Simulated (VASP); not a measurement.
A run of VASP 6.6.1 is set up as follows.

Contents of INCAR:

```
SYSTEM = GaAs
  PREC = Accurate
  ENCUT = 520
  EDIFF = 1E-6
  ISMEAR = -1
  SIGMA = 0.02
  LREAL = .False.
  LASPH = .True.
  NELM = 60
  ALGO = Normal
  ISIF = 2
  LWAVE = .False.
  LCHARG = .False.
  GGA = PE
  NBANDS = 16
```

The input KPOINTS:

```
regular mesh
0
Gamma
  8 8 8
  0 0 0
```

POSCAR

```
GaAs
1.0
    0.0000000000      2.8330850955      2.8897467974
    2.8330850955      0.0000000000      2.8897467974
    2.8330850955      2.8330850955      0.0000000000
Ga As
1 1
Direct
    0.0000000000      0.0000000000      0.0000000000
    0.2500000000      0.2500000000      0.2500000000
```

Potentials or basis: VASP PAW PBE potentials, release 64 (Ga_d, As).

Run with:

```console
$ cat potpaw_PBE.64/Ga_d/POTCAR potpaw_PBE.64/As/POTCAR > POTCAR
$ mpirun -np 1 vasp_std > vasp.out
```

Question: Estimate the pressure.

Answer: 1.5 GPa.

Question: What does it give for the band gap on the k mesh?

Answer: 0.28 eV, direct.

Stress tensor (GPa, compression positive):
```
1.93 0.00 0.00
0.00 1.93 0.00
0.00 0.00 0.73
```

Caveat: the cell differs from its parent crystal (uniaxial z strain +2.0%).
